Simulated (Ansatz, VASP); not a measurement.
## SnO2 in VASP and in Ansatz

The input INCAR:

```
  ALGO = Normal
  EDIFF = 1E-7
  ENCUT = 520
  GGA = PE
  ISIF = 2
  ISMEAR = 0
  LASPH = T
  LCHARG = F
  LREAL = F
  LWAVE = F
  NBANDS = 35
  NELM = 60
  PREC = Accurate
  SIGMA = 0.05
```

File KPOINTS:

```
k-points
0
Gamma
  6 6 8
```

Contents of POSCAR:

```
SnO2
1.0
    4.7150643165      0.0000000000      0.0000000000
    0.0000000000      4.7150776811      0.0000000000
    0.0000000000      0.0000000000      3.3891114669
Sn O
2 4
Direct
    0.5000000000      0.5000000000      0.5000000000
    0.0000000000      0.0000000000      0.0000000000
    0.3434840913      0.2697233079      0.0000000000
    0.8434840913      0.2302766921      0.5000000000
    0.1565159087      0.7697233079      0.5000000000
    0.6565159087      0.7302766921      0.0000000000
```

Input for Ansatz:

```yaml
crystal:
  lattice:
    - [4.7150643165, 0.0, 0.0]
    - [0.0, 4.7150776811, 0.0]
    - [0.0, 0.0, 3.3891114669]
  atoms:
    - { symbol: Sn, position: [0.5, 0.5, 0.5] }
    - { symbol: Sn, position: [0.0, 0.0, 0.0] }
    - { symbol: O, position: [0.3434840913, 0.2697233079, 0.0] }
    - { symbol: O, position: [0.8434840913, 0.2302766921, 0.5] }
    - { symbol: O, position: [0.1565159087, 0.7697233079, 0.5] }
    - { symbol: O, position: [0.6565159087, 0.7302766921, 0.0] }
basis:
  ecutwfc: 520.0
kpoints:
  mp_grid: { grid: [6, 6, 8] }
hamiltonian:
  xc: pbe
  pseudopotentials: { kind: paw, azcp: { folder: soft_1 } }
scf:
  occupations: { method: gaussian, width: 0.05 }
output:
  forces: true
  stress: true
  eigenvalues: true
```

Change from the starting cell: mode 4 frozen in at +0.252 Å, strain +e along z and -e/2 along x and y +0.0467.

Alike in both runs: task single point; functional PBE; k mesh 6 × 6 × 8; occupations gaussian, width 0.05 eV; no spin polarisation.

|  | VASP | Ansatz |
| --- | --- | --- |
| version | VASP 6.6.1 | Ansatz 0.2.0 |
| potentials or method | VASP PAW PBE potentials, release 64 (Sn_d, O), cutoff 520 eV | scalar-relativistic, plane waves, PAW |
| valence electrons in the cell | 52 | 52 |

Ansatz gave:

```
gap on the k mesh at the Fermi level (eV)                     : 0.94
least direct gap on the mesh (eV)                             : 1.15
pressure (GPa)                                                : -3.6
traceless stress, the component that is largest in VASP (GPa) : -8.51
rms of the force components (eV/Å)                            : 0.190
```

Question: Estimate VASP's values.

Answer: gap on the k mesh at the Fermi level (eV): 0.92; least direct gap on the mesh (eV): 1.14; pressure (GPa): -3.0; traceless stress, the component that is largest in VASP (GPa): -8.42; rms of the force components (eV/Å): 0.187.

Atom by atom the forces differ by 0.004 eV/Å (rms over components).
